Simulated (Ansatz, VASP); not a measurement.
# ZrS: VASP beside Ansatz

```
CELL_PARAMETERS angstrom
0.00000 2.62500 2.62500
2.62500 0.00000 2.62500
2.62500 2.62500 0.00000
ATOMIC_POSITIONS crystal
Zr 0.00000 0.00000 0.00000
S 0.50000 0.50000 0.50000
```

Alike in both runs: task relaxation of cell and atoms; functional r2SCAN; k mesh 14 × 14 × 14; occupations fermi-dirac, width 0.08 eV; no spin polarisation.

|  | VASP | Ansatz |
| --- | --- | --- |
| version | VASP 6.6.1 | Ansatz 0.2.0 |
| potentials or method | VASP PAW PBE potentials, release 64 (Zr_sv, S) | PAW with Ansatz's default frozen-core files, scalar-relativistic |
| plane-wave cutoff (eV) | 600 | 500 |
| valence electrons in the cell | 18 | 18 |

|  | VASP | Ansatz | Ansatz less VASP |
| --- | --- | --- | --- |
| relaxed volume (Å³/atom) | 17.84 | 17.84 | +0.002 |
| relaxed length of the cell vector where the two differ most in proportion (Å) | 3.695 | 3.695 | +0.0002 |

VASP's potentials were made for PBE, not for r2SCAN.

Noted on VASP's run: too few bands were computed for a metal, which touches its energy and stress.
